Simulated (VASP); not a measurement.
# GaAs in VASP: a series of runs

The runs below take GaAs through single point, with PBEsol.

Program: VASP 6.6.1. These are calculated values, not measurements. Logs are shortened: lines on timing, memory, paths and dates and some standing lists are left out, and cuts for length are marked.

**1. The cell of the first run**

The cell holds a slab with vacuum, 6 atoms: a = 4.001 Å, b = 4.001 Å, c = 24.073 Å, α = 90.00°, β = 90.00°, γ = 90.00°.

**2. Single point, PBEsol**

Input file INCAR:

```
SYSTEM = GaAs
PREC = Accurate
ENCUT = 520
EDIFF = 1E-6
ISMEAR = 0
SIGMA = 0.05
LREAL = .FALSE.
LASPH = .TRUE.
NELM = 80
ALGO = Normal
ISIF = 2
LWAVE = .FALSE.
LCHARG = .FALSE.
LDIPOL = .TRUE.
IDIPOL = 3
DIPOL = 0.5 0.5 0.500
GGA = PS
NBANDS = 36
```

Input file KPOINTS:

```
regular mesh
0
G
  7 7 1
  0 0 0
```

Input file POSCAR:

```
GaAs
1.0
    4.0010046544      0.0000000000      0.0000000000
    0.0000000000      4.0010046544      0.0000000000
    0.0000000000      0.0000000000     24.0728438066
As Ga
3 3
Direct
    0.0000000000      0.5000000000      0.3530949674
    0.5000000000      0.0000000000      0.4706189935
    0.0000000000      0.5000000000      0.5884304786
    0.5000000000      0.5000000000      0.4118569805
    0.0000000000      0.0000000000      0.5280847066
    0.5000000000      0.5000000000      0.6494729278
```

Potentials or basis: VASP PAW PBE potentials, release 64 (As, Ga_d).

Started as:

```console
> cat potpaw_PBE.64/As/POTCAR potpaw_PBE.64/Ga_d/POTCAR > POTCAR
> mpirun -np 1 vasp_std > vasp.out
```

OUTCAR:

```text
SYSTEM = GaAs
   PREC = Accurate
   ENCUT = 520
   EDIFF = 1E-6
   ISMEAR = 0
   LREAL = .FALSE.
   LASPH = .TRUE.
   NELM = 80
   ISIF = 2
   GGA = PS

 ion  position               nearest neighbor table
   1  0.000  0.500  0.353-   4 2.45   4 2.45
   2  0.500  0.000  0.471-   5 2.43   5 2.43   4 2.45   4 2.45
   3  0.000  0.500  0.588-   5 2.47   5 2.47   6 2.48   6 2.48
   4  0.500  0.500  0.412-   2 2.45   2 2.45   1 2.45   1 2.45
   5  0.000  0.000  0.528-   2 2.43   2 2.43   3 2.47   3 2.47
   6  0.500  0.500  0.649-   3 2.48   3 2.48

  LATTYP: Found a simple tetragonal cell.
 ALAT       =     4.0010046544
 C/A-ratio  =     6.0166997757

  Lattice vectors:

 A1 = (   4.0010046544,   0.0000000000,   0.0000000000)
 A2 = (   0.0000000000,   4.0010046544,   0.0000000000)
 A3 = (   0.0000000000,   0.0000000000,  24.0728438066)

Analysis of symmetry for initial positions (statically):
=====================================================================
 Subroutine PRICEL returns:
 Original cell was already a primitive cell.

 Routine SETGRP: Setting up the symmetry group for a
 simple tetragonal supercell.

 Subroutine GETGRP returns: Found  4 space group operations
 (whereof  4 operations were pure point group operations)
 out of a pool of 16 trial point group operations.

The static configuration has the point symmetry C_2v.

Analysis of symmetry for dynamics (positions and initial velocities):
=====================================================================
 Subroutine PRICEL returns:
 Original cell was already a primitive cell.

 Routine SETGRP: Setting up the symmetry group for a
 simple tetragonal supercell.

 Subroutine GETGRP returns: Found  4 space group operations
 (whereof  4 operations were pure point group operations)
 out of a pool of 16 trial point group operations.

The dynamic configuration has the point symmetry C_2v.

 Subroutine INISYM returns: Found  4 space group operations
 (whereof  4 operations are pure point group operations),
 and found     1 'primitive' translations

----------------------------------------------------------------------------------------

                                     Primitive cell

  volume of cell :     385.3590

  direct lattice vectors                    reciprocal lattice vectors
     4.001004654  0.000000000  0.000000000     0.249937225  0.000000000  0.000000000
     0.000000000  4.001004654  0.000000000     0.000000000  0.249937225  0.000000000
     0.000000000  0.000000000 24.072843807     0.000000000  0.000000000  0.041540584

  length of vectors
     4.001004654  4.001004654 24.072843807     0.249937225  0.249937225  0.041540584

  position of ions in fractional coordinates (direct lattice)
     0.000000000  0.500000000  0.353094967
     0.500000000  0.000000000  0.470618993
     0.000000000  0.500000000  0.588430479
     0.500000000  0.500000000  0.411856980
     0.000000000  0.000000000  0.528084707
     0.500000000  0.500000000  0.649472928

  ion indices of the primitive-cell ions
   primitive index   ion index
                 1           1
                 2           2
                 3           3
                 4           4
                 5           5
                 6           6

----------------------------------------------------------------------------------------

 KPOINTS: regular mesh

Automatic generation of k-mesh.
 Grid dimensions read from file:
 generate k-points for:    7    7    1

 Generating k-lattice:

  Cartesian coordinates                     Fractional coordinates (reciprocal lattice)
     0.035705318  0.000000000  0.000000000     0.142857143  0.000000000  0.000000000
     0.000000000  0.035705318  0.000000000     0.000000000  0.142857143  0.000000000
     0.000000000  0.000000000  0.041540584     0.000000000  0.000000000  1.000000000

  Length of vectors
     0.035705318  0.035705318  0.041540584

  Shift w.r.t. Gamma in fractional coordinates (k-lattice)
     0.000000000  0.000000000  0.000000000

 Subroutine IBZKPT returns following result:
 ===========================================

 Found     16 irreducible k-points:

 Following reciprocal coordinates:
            Coordinates               Weight
  0.000000  0.000000  0.000000      1.000000
  0.142857  0.000000  0.000000      2.000000
  0.000000  0.142857  0.000000      2.000000
  0.285714  0.000000  0.000000      2.000000
  0.000000  0.285714  0.000000      2.000000
  0.428571  0.000000  0.000000      2.000000
[... 8 lines left out ...]
 -0.285714  0.428571  0.000000      4.000000
  0.428571  0.428571  0.000000      4.000000
   k-points           NKPTS =     16   k-points in BZ     NKDIM =     16   number of bands    NBANDS=     36
   number of dos      NEDOS =    301   number of ions     NIONS =      6
   total plane-waves  NPLWV = 162000
   dimension x,y,z NGX =    30 NGY =   30 NGZ =  180
   dimension x,y,z NGXF=    60 NGYF=   60 NGZF=  360
   ions per type =               3   3
   NGX,Y,Z   is equivalent  to a cutoff of  12.47, 12.47, 12.43 a.u.
   NGXF,Y,Z  is equivalent  to a cutoff of  24.93, 24.93, 24.86 a.u.
 SYSTEM =  GaAs
   PREC   = accura    normal or accurate (medium, high low for compatibility)
   ISTART =      0    job   : 0-new  1-cont  2-samecut
   ICHARG =      2    charge: 1-file 2-atom 10-const
   ISPIN  =      1    spin polarized calculation?
   LNONCOLLINEAR =      F non collinear calculations
   LSORBIT =      F    spin-orbit coupling
   LASPH  =      T    aspherical Exc in radial PAW
   ENCUT  =  520.0 eV  38.22 Ry    6.18 a.u.   7.44  7.44 44.76*2*pi/ulx,y,z
   NELM   =     80;   NELMIN=  2; NELMDL= -5     # of ELM steps
   EDIFF  = 0.1E-05   stopping-criterion for ELM
   LREAL  =      F    real-space projection
   EDIFFG = 0.1E-04   stopping-criterion for IOM
   NSW    =      0    number of steps for IOM
   IBRION =     -1    ionic relax: 0-MD 1-quasi-New 2-CG
   NFREE  =      0    steps in history (QN), initial steepest desc. (CG)
   ISIF   =      2    stress and relaxation
   ISYM   =      2    0-nonsym 1-usesym 2-fastsym
   POTIM  = 0.5000    time-step for ionic-motion
   TEBEG  =    0.0;   TEEND  =   0.0 temperature during run
   PSTRESS=    0.0 pullay stress
   NELECT =      54.0000    total number of electrons
   NUPDOWN=      -1.0000    fix difference up-down
   EMIN   =  10.00;   EMAX   =-10.00  energy-range for DOS
   EFERMI =   0.00;   METHOD = LEGACY
   ISMEAR =     0;   SIGMA  =   0.05  broadening in eV -4-tet -1-fermi 0-gaus
   EFERMI_NEDOS =   21; number of points for ismear=-14 and -15
   IALGO  =     38    algorithm
   IMIX   =      4    mixing-type and parameters
     AMIX     =   0.40;   BMIX     =  1.00
     AMIX_MAG =   1.60;   BMIX_MAG =  1.00
  volume/ion in A,a.u.               =      64.23       433.42
  Fermi-wavevector in a.u.,A,eV,Ry     =   0.850324  1.606879  9.837696  0.723050
  Thomas-Fermi vector in A             =   1.966283
   LORBIT       =      0    0 simple, 1 ext, 2 COOP (PROOUT), +10 PAW based schemes
   GGA     = PS    functional components
   LHFCALC =     F    Hartree Fock is set to
   AEXX    =    0.0000 exact exchange contribution
   IVDW    =     0    specifies the selected vdW correction
   LEPSILON=     F    determine dielectric tensor
   LRPA    =     F    only Hartree local field effects (RPA)
 non-spin polarized calculation
 Gauss-broadening in eV      SIGMA  =   0.05
  energy-cutoff  :      520.00
  volume of cell :      385.36
 maximum number of plane-waves:     10441
 NGX is ok and might be reduce to    30
   NGX = 15   NGY = 15   NGZ = 89

 number of electron      54.0000003 magnetization

 dipolmoment           0.000000      0.000000     -0.114415 electrons x Angstroem

 Free energy of the ion-electron system (eV)
  ---------------------------------------------------
  ext. energy  EPLUGINS =         0.00000000
  ---------------------------------------------------
  free energy    TOTEN  =       -23.89850162 eV

  energy without entropy =      -23.88847124  energy(sigma->0) =      -23.89348643

 E-fermi :  -2.0433     XC(G=0):  -4.1642

 val. band max:       -2.0574181179   @ k =   0.0000   0.1429   0.0000
 cond. band min:      -2.0189428391   @ k =  -0.1429   0.2857   0.0000
 fundamental gap:      0.0384752788
 Fermi energy:        -2.0432895624

 k-point     1 :       0.0000    0.0000    0.0000
  band No.  band energies     occupation
      1     -16.8679      2.00000
      2     -16.7925      2.00000
      3     -16.7752      2.00000
      4     -16.7700      2.00000
      5     -16.7420      2.00000
      6     -16.7076      2.00000
[... 28 lines left out ...]
     35       2.4395      0.00000
     36       2.5175      0.00000

 k-point     2 :       0.1429    0.0000    0.0000
  band No.  band energies     occupation
      1     -16.8639      2.00000
      2     -16.7921      2.00000
      3     -16.7878      2.00000
      4     -16.7638      2.00000
      5     -16.7382      2.00000
      6     -16.7098      2.00000
[... 28 lines left out ...]
     35       2.4497      0.00000
     36       2.7772      0.00000

 k-point     3 :       0.0000    0.1429    0.0000
  band No.  band energies     occupation
      1     -16.8664      2.00000
      2     -16.8029      2.00000
      3     -16.7747      2.00000
      4     -16.7621      2.00000
      5     -16.7406      2.00000
      6     -16.7097      2.00000
[... 28 lines left out ...]
     35       2.5944      0.00000
     36       2.6296      0.00000

 k-point     4 :       0.2857    0.0000    0.0000
  band No.  band energies     occupation
      1     -16.8555      2.00000
      2     -16.8093      2.00000
      3     -16.7911      2.00000
      4     -16.7547      2.00000
      5     -16.7325      2.00000
      6     -16.7143      2.00000
[... 28 lines left out ...]
     35       3.3578      0.00000
     36       3.3671      0.00000

 k-point     5 :       0.0000    0.2857    0.0000
  band No.  band energies     occupation
      1     -16.8672      2.00000
      2     -16.8150      2.00000
      3     -16.7737      2.00000
      4     -16.7508      2.00000
      5     -16.7376      2.00000
      6     -16.7143      2.00000
[... 343 lines left out ...]
 k-point    14 :       0.4286    0.2857    0.0000
  band No.  band energies     occupation
      1     -16.8583      2.00000
      2     -16.8436      2.00000
      3     -16.7698      2.00000
      4     -16.7352      2.00000
      5     -16.7276      2.00000
      6     -16.7215      2.00000
[... 28 lines left out ...]
     35       3.7287      0.00000
     36       4.2206      0.00000

 k-point    15 :      -0.2857    0.4286    0.0000
  band No.  band energies     occupation
      1     -16.8717      2.00000
      2     -16.8323      2.00000
      3     -16.7642      2.00000
      4     -16.7349      2.00000
      5     -16.7296      2.00000
      6     -16.7224      2.00000
[... 28 lines left out ...]
     35       3.6225      0.00000
     36       3.8597      0.00000

 k-point    16 :       0.4286    0.4286    0.0000
  band No.  band energies     occupation
      1     -16.8717      2.00000
      2     -16.8435      2.00000
      3     -16.7581      2.00000
      4     -16.7345      2.00000
      5     -16.7244      2.00000
      6     -16.7203      2.00000
[... 28 lines left out ...]
     35       3.4550      0.00000
     36       4.0047      0.00000

------------------------ aborting loop because EDIFF is reached ----------------------------------------

 vacuum level on the upper side and lower side of the slab       (xc-potential included)        -0.740         0.520

  FORCE on cell =-STRESS in cart. coord.  units (eV):
  Direction    XX          YY          ZZ          XY          YZ          ZX
  --------------------------------------------------------------------------------------
  -------------------------------------------------------------------------------------
  Total       -0.3364316     -1.3888655      0.1447125      0.0000000      0.0000000      0.0000000
  in kB       -1.3987558     -5.7743785      0.6016600      0.0000000      0.0000000      0.0000000
  external PRESSURE =      -2.1904914 kB  Pullay stress =       0.0000000 kB

 VOLUME and BASIS-vectors are now :
 -----------------------------------------------------------------------------
  energy-cutoff  :      520.00
  volume of cell :      385.36
      direct lattice vectors                 reciprocal lattice vectors
     4.001004654  0.000000000  0.000000000     0.249937225  0.000000000  0.000000000
     0.000000000  4.001004654  0.000000000     0.000000000  0.249937225  0.000000000
     0.000000000  0.000000000 24.072843807     0.000000000  0.000000000  0.041540584

 POSITION                                       TOTAL-FORCE (eV/Angst)
 -----------------------------------------------------------------------------------
      0.00000      2.00050      8.50000         0.000000      0.000000      0.252126
      2.00050      0.00000     11.32914         0.000000      0.000000      0.273909
      0.00000      2.00050     14.16520         0.000000      0.000000     -0.011183
      2.00050      2.00050      9.91457         0.000000      0.000000     -0.546033
      0.00000      0.00000     12.71250         0.000000      0.000000      0.007819
      2.00050      2.00050     15.63466         0.000000      0.000000      0.023362
 -----------------------------------------------------------------------------------
    total drift:                                0.000000      0.000000      0.000356

  FREE ENERGIE OF THE ION-ELECTRON SYSTEM (eV)
  ---------------------------------------------------
  free  energy   TOTEN  =       -23.8985016236 eV

  energy  without entropy=      -23.8884712424  energy(sigma->0) =      -23.89348643

 vacuum level on the upper side and lower side of the slab         2.400         3.688
```

Wall time 7.6 min (1 thread of AMD EPYC 7R43 (Zen 3), shared host); peak memory 0.47 GiB.

What came out:

- Free energy: -23.8985 eV
- Largest force: 0.546 eV/Å
- Band gap on the k mesh: zero (bands 27 and 28 overlap by 0.67 eV)

Forces on the atoms (eV/Å):
```
As   0.000  0.000  0.252
As   0.000  0.000  0.274
As   0.000  0.000 -0.011
Ga   0.000  0.000 -0.546
Ga   0.000  0.000  0.008
Ga   0.000  0.000  0.023
```

Levels at points of the mesh, in eV from the Fermi level:
| k point | band 23 | band 24 | band 25 | band 26 | band 27 | band 28 | band 29 | band 30 | band 31 | band 32 |
| --- | --- | --- | --- | --- | --- | --- | --- | --- | --- | --- |
| (0.00, 0.00, 0.00) | -1.62 | -1.15 | -1.02 | -0.06 | 0.43 | 1.14 | 1.73 | 1.93 | 2.47 | 2.67 |

Caveat: the PAW data sets were made with another functional, which shifts forces and pressure a little.

[end of part 1 of 2]
